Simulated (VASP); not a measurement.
Input of a VASP 6.6.1 run:

Contents of INCAR:

```
ALGO     = Normal         # electronic algorithm
EDIFF    = 1E-7           # SCF threshold, eV
ENCUT    = 520            # plane-wave cutoff, eV
GGA      = CA             # functional
ISIF     = 2              # what is computed and relaxed
ISMEAR   = -1             # smearing method
LASPH    = T              # aspherical terms in the spheres
LCHARG   = T              # write CHGCAR
LELF     = T              # ELF
LREAL    = F              # projectors in reciprocal space
LVHAR    = T            
LWAVE    = F              # write WAVECAR
NBANDS   = 16             # bands
NELM     = 80             # most SCF steps
PREC     = Accurate       # precision mode
SIGMA    = 0.15           # smearing width, eV
```

Contents of KPOINTS:

```
k-points
0
Gamma
  16 16 16
```

Contents of POSCAR:

```
AgO
1.0
    0.0000000000      2.4602338274      2.4602338274
    2.4602338274      0.0000000000      2.4602338274
    2.4602338274      2.4602338274      0.0000000000
Ag O
1 1
Direct
    0.0000000000      0.0000000000      0.0000000000
    0.7500000000      0.7500000000      0.7500000000
```

Potentials or basis: VASP PAW LDA potentials, release 64 (Ag, O).

Run with:

```sh
$ cat potpaw_LDA.64/Ag/POTCAR potpaw_LDA.64/O/POTCAR > POTCAR
$ mpirun -np 1 vasp_std > vasp.out
```

(1) What does it give for the pressure?

Answers

(1) -2.3 GPa.

Caveat: an odd number of electrons without spin polarisation forces a metal; a magnetic or distorted state may lie lower.
